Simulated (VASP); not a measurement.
Runs of VASP 6.6.1 on Ge. The structure is that of space group Fd-3m (No. 227), or close to it. The cells are those of the table. 

```tsv
task	cell	cutoff (eV)	gap on the mesh (eV)	pressure (GPa)
single point	a = 3.870 Å, angles 60.0, 60.0, 90.0°, 2 atoms	520	(a)	10.1
single point	a = 3.819 Å, angles 60.0, 60.0, 90.0°, 2 atoms	520	0.56	15.2
single point	a = 3.947 Å, angles 60.0, 60.0, 90.0°, 2 atoms	520	0.58	4.1
relaxation of cell and atoms	relaxed to 15 GPa from a = 4.013 Å, angles 60.0, 60.0, 90.0°, 2 atoms	600	0.56	15.0
single point	a = 3.978 Å, angles 60.0, 60.0, 90.0°, 2 atoms	520	0.50	(b)
```

Alike in all rows: level r2SCAN; potentials or basis VASP PAW PBE potentials, release 64 (Ge_d); no spin polarisation; k mesh 12 × 12 × 12; smearing gaussian 0.01 eV.

Task: Fill in the values left out.

Result: (a) 0.63; (b) 2.1.

Caveats: semilocal functionals underestimate gaps, and a narrow one can read as zero; the PAW data sets were made with another functional, which shifts forces and pressure a little; the cell stands under pressure (at least some runs); the cell is relaxed towards a set pressure, so the run minimises the enthalpy, not the energy (at least some runs).

A k mesh can miss the band edges, and the runs leave out spin-orbit coupling on Ge.
